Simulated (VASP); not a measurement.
Input of a VASP 6.6.1 run:

File INCAR:

```
PREC     = Accurate       # precision mode
ENCUT    = 520            # plane-wave cutoff, eV
EDIFF    = 1E-7           # SCF threshold, eV
ISMEAR   = 0              # smearing method
SIGMA    = 0.05           # smearing width, eV
LREAL    = Auto         
LASPH    = True           # aspherical terms in the spheres
NELM     = 150            # most SCF steps
ALGO     = Normal         # electronic algorithm
ISIF     = 2              # what is computed and relaxed
LWAVE    = False          # write WAVECAR
LCHARG   = True           # write CHGCAR
ISPIN    = 2              # spin polarisation
MAGMOM   = 1.35 0 0 0 0 0 0 0 0 0.03 0.01 0.01 0.01 0.01 0.03 0 # initial moments
LORBIT   = 11             # projections on sites
LMAXMIX  = 4              # l up to which the mixer works
LDAU     = True           # DFT+U
LDAUTYPE = 2            
LDAUL    = 2 -1 -1        # shell
LDAUU    = 2 0 0          # U, eV
LDAUJ    = 0 0 0        
LDAUPRINT= 1            
GGA      = PS             # functional
LELF     = True           # ELF
LVHAR    = True         
NBANDS   = 84             # bands
```

File KPOINTS:

```
Automatic mesh
0
Gamma
  3 3 3
```

POSCAR

```
Ca7MoO8
1.0
    0.0000000000      4.8150000000      4.8150000000
    4.8150000000      0.0000000000      4.8150000000
    4.8150000000      4.8150000000      0.0000000000
Mo Ca O
1 7 8
Direct
    0.0000000000      0.0000000000      1.0000000000
    0.0000000000      0.0000000000      0.5000000000
    0.0000000000      0.5000000000      0.0000000000
    0.0000000000      0.5000000000      0.5000000000
    0.5000000000      0.0000000000      0.0000000000
    0.5000000000      0.0000000000      0.5000000000
    0.5000000000      0.5000000000      0.0000000000
    0.5000000000      0.5000000000      0.5000000000
    0.2500000000      0.2500000000      0.2500000000
    0.2420323557      0.2420323557      0.7579676443
    0.2420323557      0.7579676443      0.2420323557
    0.2420323557      0.7579676443      0.7579676443
    0.7579676443      0.2420323557      0.2420323557
    0.7579676443      0.2420323557      0.7579676443
    0.7579676443      0.7579676443      0.2420323557
    0.7500000000      0.7500000000      0.7500000000
```

Potentials or basis: VASP PAW PBE potentials, release 64 (Mo_sv, Ca_sv, O).

Run with:

```console
$ cat potpaw_PBE.64/Mo_sv/POTCAR potpaw_PBE.64/Ca_sv/POTCAR potpaw_PBE.64/O/POTCAR > POTCAR
$ mpirun -np 1 vasp_std > vasp.out
```

Predict the band gap on the k mesh.

zero (filled and empty bands overlap).

What does it give for the site moments?

Mo +1.92; Ca -0.02, -0.04 (each value once); O +0.00, +0.03 (each value once) μB.

What does it give for the largest force?

0.043 eV/Å.

Eigenvalues of the final occupation matrices:
| site | spin | trace | eigenvalues |
| --- | --- | --- | --- |
| site 1 d | 1 | 2.83 | 0.20 0.20 0.81 0.81 0.81 |
| site 1 d | 2 | 0.93 | 0.16 0.16 0.19 0.19 0.23 |

Caveat: the k points lie up to 0.38 Å⁻¹ apart, too coarse for converged energies and pressures of a metal; the PAW data sets were made with another functional, which shifts forces and pressure a little.
